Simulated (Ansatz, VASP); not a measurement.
**Two plane-wave programs on CaO**

File INCAR:

```
ALGO = Normal
EDIFF = 1E-6
ENCUT = 520
GGA = PE
ISIF = 2
ISMEAR = -1
LASPH = True
LCHARG = False
LREAL = False
LWAVE = False
NBANDS = 15
NELM = 100
PREC = Accurate
SIGMA = 0.02
```

The input KPOINTS:

```
k-points
0
Gamma
  10 10 10
```

The input POSCAR:

```
CaO
1.0
    0.0000000000      2.5265383152      2.5265383152
    2.5265383152      0.0000000000      2.5265383152
    2.5265383152      2.5265383152      0.0000000000
Ca O
1 1
Direct
    0.0000000000      0.0000000000      0.0000000000
    0.5000000000      0.5000000000      0.5000000000
```

Input for Ansatz:

```yaml
crystal:
  lattice:
    - [0.0, 2.5265383152, 2.5265383152]
    - [2.5265383152, 0.0, 2.5265383152]
    - [2.5265383152, 2.5265383152, 0.0]
  atoms:
    - { symbol: Ca, position: [0.0, 0.0, 0.0] }
    - { symbol: O, position: [0.5, 0.5, 0.5] }
kpoints:
  mp_grid: { grid: [10, 10, 10] }
  band_path:
    path:
      - [0.0, 0.0, 0.0]
      - [0.5, 0.0, 0.5]
      - [0.625, 0.25, 0.625]
      - [0.375, 0.375, 0.75]
      - [0.5, 0.5, 0.5]
      - [0.5, 0.25, 0.75]
    npoints: 1
hamiltonian:
  xc: pbe
scf:
  occupations: { method: fermi_dirac, width: 0.02 }
  n_extra_bands: 4
output:
  forces: true
  stress: true
  eigenvalues: true
```

Change from the starting cell: hydrostatic strain +5.4%.

Alike in both runs: task single point; functional PBE; k mesh 10 × 10 × 10; occupations fermi-dirac, width 0.02 eV; no spin polarisation.

|  | VASP | Ansatz |
| --- | --- | --- |
| version | VASP 6.6.1 | Ansatz 0.2.0 |
| potentials or method | VASP PAW PBE potentials, release 64 (Ca_sv, O) | plane waves, PAW |
| plane-wave cutoff (eV) | 520 | 420 |
| valence electrons in the cell | 16 | 16 |

|  | VASP | Ansatz | Ansatz less VASP |
| --- | --- | --- | --- |
| gap on the k mesh at the Fermi level (eV) | 3.60 | 3.61 | +0.010 |
| pressure (GPa) | -10.3 | -10.6 | -0.30 |

The functional is the same, so the differences come from potentials, cutoffs and numerics.
